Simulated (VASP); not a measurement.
Input of a VASP 6.6.1 run:

The input INCAR:

```
SYSTEM = BeTe
PREC = Accurate
ENCUT = 520
EDIFF = 1E-6
ISMEAR = 0
SIGMA = 0.1
LREAL = .False.
LASPH = .True.
NELM = 150
ALGO = Normal
ISIF = 2
LWAVE = .False.
LCHARG = .False.
MAGMOM = 0 0 0 0 0 0
LORBIT = 11
LSORBIT = .True.
GGA_COMPAT = .False.
LORBMOM = .True.
GGA = PE
NBANDS = 20
```

Contents of KPOINTS:

```
regular mesh
0
Gamma
  7 7 7
  0 0 0
```

File POSCAR:

```
BeTe
1.0
    0.0000000000      2.7700000000      2.7700000000
    2.7700000000      0.0000000000      2.7700000000
    2.7700000000      2.7700000000      0.0000000000
Te Be
1 1
Direct
    0.7500000000      0.7500000000      0.7500000000
    0.0000000000      0.0000000000      0.0000000000
```

Potentials or basis: VASP PAW PBE potentials, release 64 (Te, Be).

Command:

```bash
$ cat potpaw_PBE.64/Te/POTCAR potpaw_PBE.64/Be/POTCAR > POTCAR
$ mpirun -np 1 vasp_ncl > vasp.out
```

Q: What does it give for the pressure?

A: 4.5 GPa.

Q: Predict the net moment.

A: 0.00 μB per cell.

Moments on the atoms (μB; x, y, z):
```
Te  0.00 0.00 0.00
Be  0.00 0.00 0.00
```
